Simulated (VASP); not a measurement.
**Ta: electric field gradients with PBE**

The system is Ta.

```
CELL_PARAMETERS angstrom
-1.62705 1.62705 1.70082
1.62705 -1.62705 1.70082
1.62705 1.62705 -1.70082
ATOMIC_POSITIONS crystal
Ta 0.00000 0.00000 0.00000
```

This cell differs from its parent crystal: z stretched by +3 % at fixed volume.

- Program: VASP 6.6.1
- Task: electric field gradients
- Functional: PBE
- Potentials or basis: VASP PAW PBE potentials, release 64 (Ta_pv)
- Cutoff: 520 eV
- k mesh: 17 × 17 × 17
- Occupations: fermi-dirac, width 0.08 eV
- Spin: no spin polarisation
- Dipole correction: no
- Further INCAR settings: ALGO = Normal; EDIFF = 1e-08; NBANDS = 12

The pressure is 3.5 GPa. The band gap on the k mesh is zero (an odd number of electrons rules out a gap without spin polarisation) and the largest electric field gradient by atom is Ta +32.1 V/Å².

Stress tensor (GPa, compression positive):
```
5.05 0.00 0.00
0.00 5.05 0.00
0.00 0.00 0.25
```

Levels at points of the mesh, in eV from the Fermi level:
| k point | band 3 | band 4 | band 5 | band 6 | band 7 | band 8 |
| --- | --- | --- | --- | --- | --- | --- |
| (0.00, 0.00, 0.00) | -33.08 | -7.93 | 0.56 | 0.56 | 1.11 | 3.60 |

Electric field gradients, principal values (V/Å²):
| atom | least | middle | greatest (by size) |
| --- | --- | --- | --- |
| 1 Ta | -16.062 | -16.062 | 32.125 |

Run time: 39 s on 1 thread of AMD EPYC 9R45 (Zen 5), on a shared host, peak memory 0.18 GiB.

Caveat: the cell stands under pressure; without QUAD_EFG the Cq values of the log hold for a quadrupole moment of 1 mb, not for the nuclei; spin-orbit coupling is left out, which moves the levels of the heavy elements.
